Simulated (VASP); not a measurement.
A run of VASP 6.6.1:

Contents of INCAR:

```
SYSTEM = TaN
PREC = Accurate
ENCUT = 520
EDIFF = 1E-8
ISMEAR = -1
SIGMA = 0.01
LREAL = .FALSE.
LASPH = .TRUE.
NELM = 80
ALGO = Normal
ISIF = 2
LWAVE = .FALSE.
LCHARG = .FALSE.
GGA = PE
LEFG = .TRUE.
NBANDS = 24
```

KPOINTS

```
Automatic mesh
0
G
  9 9 5
  0 0 0
```

POSCAR

```
TaN
1.0
    3.0581283054      0.0000000000      0.0000000000
   -1.5290641527      2.6484168005      0.0000000000
    0.0000000000      0.0000000000      4.9343389905
Ta N
2 2
Direct
    0.0000000000      0.0000000000      0.0000000000
    0.0000000000      0.0000000000      0.5000000000
    0.3333333333      0.6666666667      0.2500000000
    0.6666666667      0.3333333333      0.7500000000
```

Potentials or basis: VASP PAW PBE potentials, release 64 (Ta_pv, N).

Command:

```bash
$ cat potpaw_PBE.64/Ta_pv/POTCAR potpaw_PBE.64/N/POTCAR > POTCAR
$ mpirun -np 1 vasp_std > vasp.out
```

Hardware: 1 thread of Intel(R) Xeon(R) 6975P-C (Granite Rapids) (shared host).

Question: Estimate the wall time of this run.

Answer: It took 13 s on 1 thread of Intel(R) Xeon(R) 6975P-C (Granite Rapids), with other jobs on the host, peak memory 0.17 GiB. Counts: scf iterations 15, k points 36.
